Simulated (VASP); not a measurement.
Wanted: the native input for a VASP 6.6.1 run.

```
Task                   : single point
Functional             : r2SCAN
Potentials or basis    : VASP PAW PBE potentials, release 64 (Bi_d, Te)
Cutoff                 : 520 eV
k mesh                 : 12 × 12 × 12
Occupations            : gaussian, width 0.15 eV
Spin                   : no spin polarisation
Dipole correction      : no
Further INCAR settings : ALGO = Normal; EDIFF = 1e-06; NBANDS = 18
```

BiTe:

```xyz
2
Lattice="2.4559 1.4179 3.2282 -2.4559 1.4179 3.2282 0.0000 -2.8358 3.2282" Properties=species:S:1:pos:R:3 pbc="T T T"
Bi    0.0000    0.0000    4.8423
Te    0.0000    0.0000    0.0000
```

This cell differs from its parent crystal: ratio of the length along z to the lengths across it x 0.96, volume and fractional coordinates fixed.

One way to write it, as run:

POSCAR

```
BiTe
1.0
    2.4558996751      1.4179143385      3.2282303593
   -2.4558996751      1.4179143385      3.2282303593
    0.0000000000     -2.8358286770      3.2282303593
Bi Te
1 1
Direct
    0.5000000000      0.5000000000      0.5000000000
    0.0000000000      0.0000000000      0.0000000000
```

INCAR.step1

```
  PREC = Accurate
  ENCUT = 520
  ISMEAR = 0
  SIGMA = 0.15
  LREAL = F
  LASPH = T
  NELM = 100
  NBANDS = 18
  GGA = PE
  ALGO = Normal
  EDIFF = 1E-4
  LWAVE = T
  LCHARG = F
```

INCAR.step2

```
  PREC = Accurate
  ENCUT = 520
  EDIFF = 1E-6
  ISMEAR = 0
  SIGMA = 0.15
  LREAL = F
  LASPH = T
  NELM = 100
  ALGO = Normal
  ISIF = 2
  LWAVE = F
  LCHARG = T
  METAGGA = R2SCAN
  LMIXTAU = T
  LELF = T
  LVHAR = T
  NBANDS = 18
  ISTART = 1
```

KPOINTS

```
regular mesh
0
Gamma
  12 12 12
```

Potentials or basis: VASP PAW PBE potentials, release 64 (Bi_d, Te).

Command:

```bash
$ cat potpaw_PBE.64/Bi_d/POTCAR potpaw_PBE.64/Te/POTCAR > POTCAR
$ cp INCAR.step1 INCAR
$ mpirun -np 1 vasp_std > vasp.out
$ cp INCAR.step2 INCAR
$ mpirun -np 1 vasp_std > vasp.out
```

It gave:

```yaml
Pressure: -1.2 GPa
Band_gap_on_the_k_mesh: zero (an odd number of electrons rules out a gap without spin polarisation)
```

Caveat: the PAW data sets were made with another functional, which shifts forces and pressure a little; spin-orbit coupling is left out, which moves the levels of the heavy elements; an odd number of electrons without spin polarisation forces a metal; a magnetic or distorted state may lie lower.

Run time: 3.5 min on 1 thread of Intel(R) Xeon(R) Platinum 8559C (Emerald Rapids), on a shared host, peak memory 0.35 GiB.
